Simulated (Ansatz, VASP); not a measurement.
## Two plane-wave programs on K3In3Si2Au

```xyz
9
Lattice="7.8696 0.0000 0.0000 -3.9348 6.8153 0.0000 0.0000 0.0000 4.7560" Properties=species:S:1:pos:R:3 pbc="T T T"
K     3.3029    0.0000    2.3780
K     2.2834    3.9549    2.3780
K    -1.6514    2.8604    2.3780
Au    0.0000    0.0000    2.3780
In    5.9117    0.0000    0.0000
In    0.9790    1.6956    0.0000
In   -2.9558    5.1197    0.0000
Si   -0.0004    4.5438    0.0000
Si    3.9352    2.2715    0.0000
```

Alike in both runs: task single point; functional PBEsol; k mesh 3 × 3 × 4; no spin polarisation.

|  | VASP | Ansatz |
| --- | --- | --- |
| version | VASP 6.6.1 | Ansatz 0.2.0 |
| potentials or method | VASP PAW PBE potentials, release 64 (K_sv, Au, In_d, Si), cutoff 520 eV | PAW plane waves |
| occupations | methfessel-paxton of order 1, width 0.0209 eV | cold, width 0.0209 eV |
| valence electrons in the cell | 85 | 93 |

|  | VASP | Ansatz | Ansatz less VASP |
| --- | --- | --- | --- |
| gap on the k mesh at the Fermi level (eV) | none | none | - |
| pressure (GPa) | -2.4 | -2.4 | -0.02 |
| traceless stress, the component that is largest in VASP (GPa) | 1.86 | 1.85 | -0.008 |
| rms of the force components (eV/Å) | 0.030 | 0.030 | 0.0000 |

VASP's potentials were made for PBE, not for PBEsol. Atom by atom the forces differ by 0.001 eV/Å (rms over components). A gap of «none» marks a metal or a gap that the smearing closes. VASP's potentials hold 85 valence electrons a cell and Ansatz's 93, so a difference there can come from the potentials and not from the codes. Ansatz's warnings: structure snapped to symmetry.

Spin-orbit coupling is off throughout.
